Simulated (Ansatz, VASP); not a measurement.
C in VASP and in Ansatz

```
C
1.0
    -2.12684   -1.22795    0.01101
     1.39689    0.00000   -3.54240
     4.74031   -9.00494    2.33224
C
10
Direct
  0.81111 0.14443 0.06667
  0.34444 0.27777 0.26667
  0.87777 0.41110 0.46667
  0.41111 0.54443 0.66667
  0.94444 0.67777 0.86667
  0.45556 0.72223 0.93333
  0.32223 0.18890 0.13333
  0.85556 0.32223 0.33333
  0.38889 0.45557 0.53333
  0.92223 0.58890 0.73333
```

Alike in both runs: task single point; functional r2SCAN; k mesh 11 × 8 × 3; occupations gaussian, width 0.05 eV; no spin polarisation.

|  | VASP | Ansatz |
| --- | --- | --- |
| version | VASP 6.6.1 | Ansatz 0.2.0 |
| potentials or method | VASP PAW PBE potentials, release 64 (C), cutoff 520 eV | scalar-relativistic, plane waves, PAW |
| valence electrons in the cell | 40 | 40 |

```csv
,VASP,Ansatz,Ansatz less VASP
gap on the k mesh at the Fermi level (eV),none,none,-
pressure (GPa),-3.7,-4.4,-0.64
"traceless stress, the component that is largest in VASP (GPa)",-8.04,-8.06,-0.011
rms of the force components (eV/Å),1.082,1.079,-0.0029
```

VASP's potentials were made for PBE, not for r2SCAN. Atom by atom the forces differ by 0.017 eV/Å (rms over components). A gap of «none» marks a metal or a gap that the smearing closes.
